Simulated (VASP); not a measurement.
The system is Os.

```
Os
1.0
     2.73410    0.00000    0.00000
    -1.36705    2.36780    0.00000
     0.00000    0.00000    4.31970
Os
2
Direct
  0.33333 0.66667 0.25000
  0.66667 0.33333 0.75000
```

| Item | Value |
| --- | --- |
| Program | VASP 6.6.1 |
| Task | relaxation of cell and atoms |
| Functional | LDA |
| Potentials or basis | VASP PAW LDA potentials, release 64 (Os) |
| Cutoff | 600 eV |
| k mesh | 9 × 9 × 5 |
| Occupations | gaussian, width 0.1 eV |
| Spin | no spin polarisation |

At the start: pressure -8.1 GPa; volume 13.98 Å³/atom.

Where does the relaxation end?

Over 7 steps the energy falls by 6.6 meV/atom and the volume is 13.72 Å³/atom (-1.9 %); space group P6_3/mmc (No. 194, to 0.05 Å).

Step by step:
| step | energy change (eV) | largest force (eV/Å) | pressure (GPa) | volume (Å³) |
| --- | --- | --- | --- | --- |
| 1 | 0.0000 | 0.0000 | -8.06 | 27.96 |
| 2 | 0.2923 | 0.0000 | 47.51 | 25.21 |
| 3 | -0.0131 | 0.0000 | -0.34 | 27.47 |
| 4 | -0.0131 | 0.0000 | -0.04 | 27.45 |
| 5 | -0.0131 | 0.0000 | 0.13 | 27.44 |
| 6 | -0.0131 | 0.0000 | 0.14 | 27.44 |
| 7 | -0.0132 | 0.0000 | 0.13 | 27.44 |

Final structure:
```
Os
1.0
     2.71575    0.00000    0.00000
    -1.35788    2.35191    0.00000
     0.00000    0.00000    4.29655
Os
2
Direct
  0.33333 0.66667 0.25000
  0.66667 0.33333 0.75000
```
